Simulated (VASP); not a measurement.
# YN4 (I4/mmm) in VASP: single point with r2SCAN

Aim: the single point of YN4 with r2SCAN.

All numbers are computed with VASP 6.6.1; they aren't measurements. Logs are shortened: lines on timing, memory, paths and dates and some standing lists are left out, and cuts for length are marked.

## Step 1: The cell of the first run

The structure is tetragonal, space group I4/mmm (No. 139). Conventional cell: a = 3.996 Å, b = 3.996 Å, c = 9.975 Å, α = 90.00°, β = 90.00°, γ = 90.00°. N (site symmetry -4m2) has 8 N at 2.47 to 2.83 Å and 4 Y at 3.20 Å within 3.3 Å. N (site symmetry 4mm) has 5 N at 2.08 to 2.47 Å within 2.8 Å. Within 4.0 Å of Y (site symmetry 4/mmm) lie 18 N at 3.01 to 3.95 Å and 4 Y at 4.00 Å.

## Step 2: Single point, r2SCAN

The input, POSCAR:

```
YN4
1.0
    0.0000000000      3.9956180000      0.0000000000
    3.9956180000      0.0000000000      0.0000000000
    1.9978090000      1.9978090000     -4.9872680000
N Y
4 1
Direct
    0.7500000000      0.2500000000      0.5000000000
    0.2500000000      0.7500000000      0.5000000000
    0.3957200000      0.3957200000      0.2085600000
    0.6042800000      0.6042800000      0.7914400000
    0.0000000000      0.0000000000      0.0000000000
```

The input, INCAR.step1:

```
SYSTEM = YN4
ALGO = Normal
EDIFF = 1E-4
ENCUT = 520
GGA = PE
ISMEAR = -1
LASPH = .True.
LCHARG = .False.
LREAL = .False.
LWAVE = .True.
NBANDS = 24
NELM = 80
PREC = Accurate
SIGMA = 0.1
```

The input, INCAR.step2:

```
SYSTEM = YN4
ALGO = Normal
EDIFF = 1E-6
ENCUT = 520
ISIF = 2
ISMEAR = -1
ISTART = 1
LASPH = .True.
LCHARG = .False.
LMIXTAU = .True.
LREAL = .False.
LWAVE = .False.
METAGGA = R2SCAN
NBANDS = 24
NELM = 80
PREC = Accurate
SIGMA = 0.1
```

The input, KPOINTS:

```
k-points
0
Gamma
  9 9 9
  0 0 0
```

Potentials or basis: VASP PAW PBE potentials, release 64 (N, Y_sv).

Run with:

```
$ cat potpaw_PBE.64/N/POTCAR potpaw_PBE.64/Y_sv/POTCAR > POTCAR
$ cp INCAR.step1 INCAR
$ mpirun -np 1 vasp_std > vasp.out
$ cp INCAR.step2 INCAR
$ mpirun -np 1 vasp_std > vasp.out
```

OUTCAR:

```text
SYSTEM = YN4
   EDIFF = 1E-6
   ENCUT = 520
   ISIF = 2
   ISMEAR = -1
   ISTART = 1
   LASPH = .True.
   LREAL = .False.
   METAGGA = R2SCAN
   NELM = 80
   PREC = Accurate

 ion  position               nearest neighbor table
   1  0.750  0.250  0.500-
   2  0.250  0.750  0.500-
   3  0.396  0.396  0.209-   5 3.01   5 3.01   5 3.01   5 3.01
   4  0.604  0.604  0.791-   5 3.01   5 3.01   5 3.01   5 3.01
   5  0.000  0.000  0.000-   3 3.01   4 3.01   4 3.01   4 3.01   3 3.01   3 3.01   4 3.01   3 3.01

  LATTYP: Found a body centered tetragonal cell.
 ALAT       =     3.9956180000
 C/A-ratio  =     2.4963687720

  Lattice vectors:

 A1 = (  -1.9978090000,   1.9978090000,   4.9872680000)
 A2 = (   1.9978090000,  -1.9978090000,   4.9872680000)
 A3 = (   1.9978090000,   1.9978090000,  -4.9872680000)

Analysis of symmetry for initial positions (statically):
=====================================================================
 Subroutine PRICEL returns:
 Original cell was already a primitive cell.

 Routine SETGRP: Setting up the symmetry group for a
 body centered tetragonal supercell.

 Subroutine GETGRP returns: Found 16 space group operations
 (whereof 16 operations were pure point group operations)
 out of a pool of 16 trial point group operations.

The static configuration has the point symmetry D_4h.

Analysis of symmetry for dynamics (positions and initial velocities):
=====================================================================
 Subroutine PRICEL returns:
 Original cell was already a primitive cell.

 Routine SETGRP: Setting up the symmetry group for a
 body centered tetragonal supercell.

 Subroutine GETGRP returns: Found 16 space group operations
 (whereof 16 operations were pure point group operations)
 out of a pool of 16 trial point group operations.

The dynamic configuration has the point symmetry D_4h.

 Subroutine INISYM returns: Found 16 space group operations
 (whereof 16 operations are pure point group operations),
 and found     1 'primitive' translations

----------------------------------------------------------------------------------------

                                     Primitive cell

  volume of cell :      79.6216

  direct lattice vectors                    reciprocal lattice vectors
     0.000000000  3.995618000  0.000000000     0.000000000  0.250274175  0.100255290
     3.995618000  0.000000000  0.000000000     0.250274175  0.000000000  0.100255290
     1.997809000  1.997809000 -4.987268000     0.000000000  0.000000000 -0.200510580

  length of vectors
     3.995618000  3.995618000  5.731956359     0.269607652  0.269607652  0.200510580

  position of ions in fractional coordinates (direct lattice)
     0.750000000  0.250000000  0.500000000
     0.250000000  0.750000000  0.500000000
     0.395720000  0.395720000  0.208560000
     0.604280000  0.604280000  0.791440000
     0.000000000  0.000000000  0.000000000

  ion indices of the primitive-cell ions
   primitive index   ion index
                 1           1
                 2           2
                 3           3
                 4           4
                 5           5

----------------------------------------------------------------------------------------

 KPOINTS: k-points

Automatic generation of k-mesh.
 Grid dimensions read from file:
 generate k-points for:    9    9    9

 Generating k-lattice:

  Cartesian coordinates                     Fractional coordinates (reciprocal lattice)
     0.000000000  0.027808242  0.011139477     0.111111111  0.000000000  0.000000000
     0.027808242  0.000000000  0.011139477     0.000000000  0.111111111  0.000000000
     0.000000000  0.000000000 -0.022278953     0.000000000  0.000000000  0.111111111

  Length of vectors
     0.029956406  0.029956406  0.022278953

  Shift w.r.t. Gamma in fractional coordinates (k-lattice)
     0.000000000  0.000000000  0.000000000

 Subroutine IBZKPT returns following result:
 ===========================================

 Found     75 irreducible k-points:

 Following reciprocal coordinates:
            Coordinates               Weight
  0.000000  0.000000  0.000000      1.000000
  0.111111  0.000000  0.000000      8.000000
  0.222222  0.000000  0.000000      8.000000
  0.333333  0.000000 -0.000000      8.000000
  0.444444  0.000000  0.000000      8.000000
  0.111111  0.111111  0.000000      8.000000
[... 16 lines left out ...]
 -0.333333  0.333333  0.000000      4.000000
  0.444444  0.444444  0.000000      8.000000
 [... further k-points ...]
   k-points           NKPTS =     75   k-points in BZ     NKDIM =     75   number of bands    NBANDS=     24
   number of dos      NEDOS =    301   number of ions     NIONS =      5
   total plane-waves  NPLWV =  43200
   dimension x,y,z NGX =    30 NGY =   30 NGZ =   48
   dimension x,y,z NGXF=    60 NGYF=   60 NGZF=   96
   ions per type =               4   1
   NGX,Y,Z   is equivalent  to a cutoff of  12.48, 12.48, 13.92 a.u.
   NGXF,Y,Z  is equivalent  to a cutoff of  24.96, 24.96, 27.84 a.u.
 SYSTEM =  YN4
   PREC   = accura    normal or accurate (medium, high low for compatibility)
   ISTART =      1    job   : 0-new  1-cont  2-samecut
   ICHARG =      0    charge: 1-file 2-atom 10-const
   ISPIN  =      1    spin polarized calculation?
   LNONCOLLINEAR =      F non collinear calculations
   LSORBIT =      F    spin-orbit coupling
   LASPH  =      T    aspherical Exc in radial PAW
   ENCUT  =  520.0 eV  38.22 Ry    6.18 a.u.   7.43  7.43 10.66*2*pi/ulx,y,z
   NELM   =     80;   NELMIN=  2; NELMDL=  0     # of ELM steps
   EDIFF  = 0.1E-05   stopping-criterion for ELM
   LREAL  =      F    real-space projection
   EDIFFG = 0.1E-04   stopping-criterion for IOM
   NSW    =      0    number of steps for IOM
   IBRION =     -1    ionic relax: 0-MD 1-quasi-New 2-CG
   NFREE  =      0    steps in history (QN), initial steepest desc. (CG)
   ISIF   =      2    stress and relaxation
   ISYM   =      2    0-nonsym 1-usesym 2-fastsym
   POTIM  = 0.5000    time-step for ionic-motion
   TEBEG  =    0.0;   TEEND  =   0.0 temperature during run
   PSTRESS=    0.0 pullay stress
   NELECT =      31.0000    total number of electrons
   NUPDOWN=      -1.0000    fix difference up-down
   EMIN   =  10.00;   EMAX   =-10.00  energy-range for DOS
   EFERMI =   0.00;   METHOD = LEGACY
   ISMEAR =    -1;   SIGMA  =   0.10  broadening in eV -4-tet -1-fermi 0-gaus
   EFERMI_NEDOS =   21; number of points for ismear=-14 and -15
   IALGO  =     38    algorithm
   IMIX   =      4    mixing-type and parameters
     AMIX     =   0.40;   BMIX     =  1.00
     AMIX_MAG =   1.60;   BMIX_MAG =  1.00
  volume/ion in A,a.u.               =      15.92       107.46
  Fermi-wavevector in a.u.,A,eV,Ry     =   1.195415  2.259006 19.442941  1.429016
  Thomas-Fermi vector in A             =   2.331380
   LORBIT       =      0    0 simple, 1 ext, 2 COOP (PROOUT), +10 PAW based schemes
   METAGGA = R2SCAN    functional components
   LHFCALC =     F    Hartree Fock is set to
   AEXX    =    0.0000 exact exchange contribution
   IVDW    =     0    specifies the selected vdW correction
   LEPSILON=     F    determine dielectric tensor
   LRPA    =     F    only Hartree local field effects (RPA)
 non-spin polarized calculation
  energy-cutoff  :      520.00
  volume of cell :       79.62
 maximum number of plane-waves:      2182
 NGX is ok and might be reduce to    30
   NGX = 15   NGY = 15   NGZ = 21

 number of electron      31.0000000 magnetization

 Free energy of the ion-electron system (eV)
  ---------------------------------------------------
  ext. energy  EPLUGINS =         0.00000000
  ---------------------------------------------------
  free energy    TOTEN  =       -43.27807512 eV

  energy without entropy =      -43.14346815  energy(sigma->0) =      -43.21077164

 E-fermi :   1.7672     XC(G=0): -10.2931

 val. band max:        1.7609978157   @ k =  -0.2222  -0.2222   0.1111
 cond. band min:       1.7814903665   @ k =  -0.2222  -0.4444   0.1111
 fundamental gap:      0.0204925508
 Fermi energy:         1.7671830844

 k-point     1 :       0.0000    0.0000    0.0000
  band No.  band energies     occupation
      1     -43.7948      2.00000
      2     -22.9166      2.00000
      3     -22.9166      2.00000
      4     -22.9006      2.00000
      5     -14.0846      2.00000
      6     -11.1524      2.00000
[... 16 lines left out ...]
     23       5.0270      0.00000
     24       5.6291      0.00000

 k-point     2 :       0.1111    0.0000    0.0000
  band No.  band energies     occupation
      1     -43.7943      2.00000
      2     -22.9281      2.00000
      3     -22.9155      2.00000
      4     -22.8997      2.00000
      5     -14.0147      2.00000
      6     -11.2941      2.00000
[... 16 lines left out ...]
     23       5.1733      0.00000
     24       5.7161      0.00000

 k-point     3 :       0.2222    0.0000    0.0000
  band No.  band energies     occupation
      1     -43.7930      2.00000
      2     -22.9572      2.00000
      3     -22.9127      2.00000
      4     -22.8973      2.00000
      5     -13.8182      2.00000
      6     -11.5472      2.00000
[... 16 lines left out ...]
     23       5.5014      0.00000
     24       5.6127      0.00000

 k-point     4 :       0.3333    0.0000   -0.0000
  band No.  band energies     occupation
      1     -43.7914      2.00000
      2     -22.9900      2.00000
      3     -22.9096      2.00000
      4     -22.8945      2.00000
      5     -13.5402      2.00000
      6     -11.8431      2.00000
[... 16 lines left out ...]
     23       5.3978      0.00000
     24       5.7581      0.00000

 k-point     5 :       0.4444    0.0000    0.0000
  band No.  band energies     occupation
      1     -43.7905      2.00000
      2     -23.0111      2.00000
      3     -22.9076      2.00000
      4     -22.8927      2.00000
      5     -13.2902      2.00000
      6     -12.1027      2.00000
[... 16 lines left out ...]
     23       5.4108      0.00000
     24       5.8323      0.00000

 k-point     6 :       0.1111    0.1111    0.0000
  band No.  band energies     occupation
      1     -43.7937      2.00000
      2     -22.9285      2.00000
      3     -22.9253      2.00000
      4     -22.8992      2.00000
      5     -13.9248      2.00000
      6     -11.5253      2.00000
[... 16 lines left out ...]
     23       5.2792      0.00000
     24       5.6141      0.00000
[... 379 lines left out ...]
 k-point    21 :       0.4444    0.3333    0.0000
  band No.  band energies     occupation
      1     -43.7873      2.00000
      2     -22.9944      2.00000
      3     -22.9710      2.00000
      4     -22.8855      2.00000
      5     -13.0684      2.00000
      6     -11.8802      2.00000
[... 16 lines left out ...]
     23       5.5666      0.00000
     24       5.6561      0.00000

 k-point    22 :      -0.4444    0.3333   -0.0000
  band No.  band energies     occupation
      1     -43.7873      2.00000
      2     -22.9945      2.00000
      3     -22.9709      2.00000
      4     -22.8850      2.00000
      5     -13.1582      2.00000
      6     -11.5940      2.00000
[... 16 lines left out ...]
     23       5.6358      0.00000
     24       5.6674      0.00000

 k-point    23 :      -0.3333    0.3333    0.0000
  band No.  band energies     occupation
      1     -43.7882      2.00000
      2     -22.9787      2.00000
      3     -22.9720      2.00000
      4     -22.8866      2.00000
      5     -13.3171      2.00000
      6     -11.3818      2.00000
[... 16 lines left out ...]
     23       5.6288      0.00000
     24       5.7225      0.00000

 k-point    24 :       0.4444    0.4444    0.0000
  band No.  band energies     occupation
      1     -43.7863      2.00000
      2     -22.9899      2.00000
      3     -22.9890      2.00000
      4     -22.8832      2.00000
      5     -13.0369      2.00000
      6     -11.6625      2.00000
[... 16 lines left out ...]
     23       5.6754      0.00000
     24       5.8335      0.00000

 [... further k-points ...]

------------------------ aborting loop because EDIFF is reached ----------------------------------------

  FORCE on cell =-STRESS in cart. coord.  units (eV):
  Direction    XX          YY          ZZ          XY          YZ          ZX
  --------------------------------------------------------------------------------------
  -------------------------------------------------------------------------------------
  Total      -12.9694672    -12.9694672    -18.6784202      0.0000000     -0.0000000      0.0000000
  in kB     -260.9769126   -260.9769126   -375.8547954      0.0000000     -0.0000000      0.0000000
  external PRESSURE =    -299.2695402 kB  Pullay stress =       0.0000000 kB

 VOLUME and BASIS-vectors are now :
 -----------------------------------------------------------------------------
  energy-cutoff  :      520.00
  volume of cell :       79.62
      direct lattice vectors                 reciprocal lattice vectors
     0.000000000  3.995618000  0.000000000     0.000000000  0.250274175  0.100255290
     3.995618000  0.000000000  0.000000000     0.250274175  0.000000000  0.100255290
     1.997809000  1.997809000 -4.987268000     0.000000000  0.000000000 -0.200510580

 POSITION                                       TOTAL-FORCE (eV/Angst)
 -----------------------------------------------------------------------------------
      1.99781      3.99562     -2.49363         0.000000      0.000000      0.000000
      3.99562      1.99781     -2.49363        -0.000000     -0.000000      0.000000
      1.99781      1.99781     -1.04014        -0.000000     -0.000000      2.893297
      3.99562      3.99562     -3.94712         0.000000      0.000000     -2.893297
      0.00000      0.00000      0.00000         0.000000      0.000000      0.000000
 -----------------------------------------------------------------------------------
    total drift:                                0.000000     -0.000000      0.000000

  FREE ENERGIE OF THE ION-ELECTRON SYSTEM (eV)
  ---------------------------------------------------
  free  energy   TOTEN  =       -43.2780751249 eV

  energy  without entropy=      -43.1434681452  energy(sigma->0) =      -43.21077164
```

It took 7.1 min on 1 thread of Intel Xeon Platinum 8375C at 2.90GHz (Ice Lake), shared host; peak memory 0.31 GiB.

Results:

```yaml
Free_energy: -43.2781 eV
Pressure: -29.9 GPa
Largest_force: 2.893 eV/Å
Band_gap_on_the_k_mesh: zero (an odd number of electrons rules out a gap without spin polarisation)
```

Forces in eV/Å, atoms in the order of the input:
```
N    0.000  0.000  0.000
N    0.000  0.000  0.000
N    0.000  0.000  2.893
N    0.000  0.000 -2.893
Y    0.000  0.000  0.000
```

Stress tensor (GPa, compression positive):
```
-26.10   0.00   0.00
  0.00 -26.10   0.00
  0.00   0.00 -37.59
```

Caveat: the cell stands under tension; the PAW data sets were made with another functional, which shifts forces and pressure a little.
